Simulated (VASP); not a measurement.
Crystal: Ga.

```xyz
1
Lattice="-1.6810 1.6810 1.6810 1.6810 -1.6810 1.6810 1.6810 1.6810 -1.6810" Properties=species:S:1:pos:R:3 pbc="T T T"
Ga    0.0000    0.0000    0.0000
```

This isn't the form of Ga at room conditions, which is orthorhombic.

```yaml
Program: VASP 6.6.1
Task: relaxation of cell and atoms
Functional: LDA
Potentials_or_basis: VASP PAW LDA potentials, release 64 (Ga_d)
Cutoff: 600 eV
k_mesh: 16 × 16 × 16
Occupations: fermi-dirac, width 0.05 eV
Spin: no spin polarisation
```

At the start: pressure -4.5 GPa; volume 19.00 Å³/atom.

**Question.** How do energy, volume and symmetry change on relaxing?

**Answer.** Over 14 steps the energy falls by 24.1 meV/atom and the volume is 17.41 Å³/atom (-8.4 %); space group Im-3m (No. 229, to 0.1 Å) before and after.

Step by step:
```tsv
step	energy change (eV)	largest force (eV/Å)	pressure (GPa)	volume (Å³)
1	0.0000	0.0000	-4.47	19.00
2	-0.0238	0.0000	-0.55	17.58
3	-0.0241	0.0000	0.15	17.43
4	-0.0240	0.0000	-0.25	17.46
5	-0.0240	0.0000	-0.17	17.46
6	-0.0241	0.0000	-0.14	17.45
7	-0.0241	0.0000	-0.16	17.45
8	-0.0241	0.0000	-0.14	17.45
9	-0.0241	0.0000	-0.13	17.45
10	-0.0241	0.0000	-0.10	17.44
11	-0.0241	0.0000	-0.05	17.43
12	-0.0241	0.0000	0.06	17.41
13	-0.0241	0.0000	-0.05	17.42
14	-0.0241	0.0000	0.01	17.41
```

Final structure:
```cif
data_structure
_symmetry_space_group_name_H-M 'P 1'
_symmetry_Int_Tables_number 1
_cell_length_a 2.8281
_cell_length_b 2.8281
_cell_length_c 2.8281
_cell_angle_alpha 109.471
_cell_angle_beta 109.471
_cell_angle_gamma 109.471
_cell_volume 17.41
loop_
_atom_site_label
_atom_site_type_symbol
_atom_site_fract_x
_atom_site_fract_y
_atom_site_fract_z
_atom_site_occupancy
Ga1 Ga 0.00000 0.00000 0.00000 1
```
